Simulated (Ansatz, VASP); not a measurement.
## Two plane-wave programs on CdTe

Contents of INCAR:

```
PREC     = Accurate       # precision mode
ENCUT    = 520            # plane-wave cutoff, eV
EDIFF    = 1E-6           # SCF threshold, eV
ISMEAR   = 0              # smearing method
SIGMA    = 0.05           # smearing width, eV
LREAL    = False          # projectors in reciprocal space
LASPH    = True           # aspherical terms in the spheres
NELM     = 80             # most SCF steps
ALGO     = Normal         # electronic algorithm
ISIF     = 2              # what is computed and relaxed
LWAVE    = False          # write WAVECAR
LCHARG   = False          # write CHGCAR
GGA      = CA             # functional
NBANDS   = 16             # bands
```

File KPOINTS:

```
Automatic mesh
0
Gamma
  8 8 8
```

The input POSCAR:

```
CdTe
1.0
    0.0000000000      3.4733783860      3.0786902907
    3.0786902907      0.0000000000      3.0786902907
    3.0786902907      3.4733783860      0.0000000000
Cd Te
1 1
Direct
    0.0000000000      0.0000000000      0.0000000000
    0.7500000000      0.7500000000      0.7500000000
```

Input for Ansatz:

```yaml
crystal:
  lattice:
    - [0.0, 3.473378386, 3.0786902907]
    - [3.0786902907, 0.0, 3.0786902907]
    - [3.0786902907, 3.473378386, 0.0]
  atoms:
    - { symbol: Cd, position: [0.0, 0.0, 0.0] }
    - { symbol: Te, position: [0.75, 0.75, 0.75] }
basis:
  ecutwfc: 420
kpoints:
  mp_grid: { grid: [8, 8, 8] }
hamiltonian:
  xc: lda
  pseudopotentials: { kind: paw }
scf:
  occupations: { method: gaussian, width: 0.05 }
output:
  forces: true
  stress: true
  eigenvalues: true
```

Alike in both runs: task single point; functional LDA; k mesh 8 × 8 × 8; occupations gaussian, width 0.05 eV; no spin polarisation.

```csv
,VASP,Ansatz
version,VASP 6.6.1,Ansatz 0.2.0
potentials or method,"VASP PAW LDA potentials, release 64 (Cd, Te), cutoff 520 eV","scalar-relativistic, plane waves, PAW"
valence electrons in the cell,18,36
```

```csv
,VASP,Ansatz,Ansatz less VASP
gap on the k mesh at the Fermi level (eV),0.43,0.39,-0.042
least direct gap on the mesh (eV),0.43,0.39,-0.042
pressure (GPa),0.0,-0.3,-0.27
"traceless stress, the component that is largest in VASP (GPa)",-1.86,-1.88,-0.018
```

LDA's correlation is that of Perdew and Zunger in VASP and of Perdew and Wang (1992) in Ansatz. VASP's potentials hold 18 valence electrons a cell and Ansatz's 36, so a difference there can come from the potentials and not from the codes.

Spin-orbit coupling is off throughout.
